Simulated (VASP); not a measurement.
Write the native input for VASP 6.6.1 that does the following.

| Item | Value |
| --- | --- |
| Task | single point |
| Functional | r2SCAN |
| Potentials or basis | VASP PAW PBE potentials, release 64 (Ca_sv, O) |
| Cutoff | 520 eV |
| k mesh | 10 × 10 × 10 |
| Occupations | gaussian, width 0.05 eV |
| Spin | no spin polarisation |
| Dipole correction | no |
| Further INCAR settings | ALGO = Normal; EDIFF = 1e-07; NBANDS = 15 |

CaO:

```
CELL_PARAMETERS angstrom
-0.25853 2.32680 2.32680
2.32680 -0.25853 2.32680
2.32680 2.32680 -0.25853
ATOMIC_POSITIONS crystal
Ca 0.00000 0.00000 0.00000
O 0.50000 0.50000 0.50000
```

This cell differs from its parent crystal: ratio of the length along [111] to the lengths across it x 0.85, volume and fractional coordinates fixed.

The input as run:

POSCAR

```
CaO
1.0
   -0.2585328953      2.3267960578      2.3267960578
    2.3267960578     -0.2585328953      2.3267960578
    2.3267960578      2.3267960578     -0.2585328953
Ca O
1 1
Direct
    0.0000000000      0.0000000000      0.0000000000
    0.5000000000      0.5000000000      0.5000000000
```

INCAR.step1

```
SYSTEM = CaO
PREC = Accurate
ENCUT = 520
ISMEAR = 0
SIGMA = 0.05
LREAL = .FALSE.
LASPH = .TRUE.
NELM = 100
NBANDS = 15
GGA = PE
ALGO = Normal
EDIFF = 1E-4
LWAVE = .TRUE.
LCHARG = .FALSE.
```

INCAR.step2

```
SYSTEM = CaO
PREC = Accurate
ENCUT = 520
EDIFF = 1E-7
ISMEAR = 0
SIGMA = 0.05
LREAL = .FALSE.
LASPH = .TRUE.
NELM = 100
ALGO = Normal
ISIF = 2
LWAVE = .FALSE.
LCHARG = .FALSE.
METAGGA = R2SCAN
LMIXTAU = .TRUE.
NBANDS = 15
ISTART = 1
```

KPOINTS

```
regular mesh
0
G
  10 10 10
  0 0 0
```

Potentials or basis: VASP PAW PBE potentials, release 64 (Ca_sv, O).

Launch:

```sh
$ cat potpaw_PBE.64/Ca_sv/POTCAR potpaw_PBE.64/O/POTCAR > POTCAR
$ cp INCAR.step1 INCAR
$ mpirun -np 1 vasp_std > vasp.out
$ cp INCAR.step2 INCAR
$ mpirun -np 1 vasp_std > vasp.out
```

It gave:

```yaml
Pressure: -6.6 GPa
Band_gap_on_the_k_mesh: 3.77 eV (least direct gap 4.20 eV)
```

Caveat: the cell stands under tension; the PAW data sets were made with another functional, which shifts forces and pressure a little.

It took 99 s on 1 thread of Intel(R) Xeon(R) 6975P-C (Granite Rapids), with other jobs on the host, peak memory 0.2 GiB.
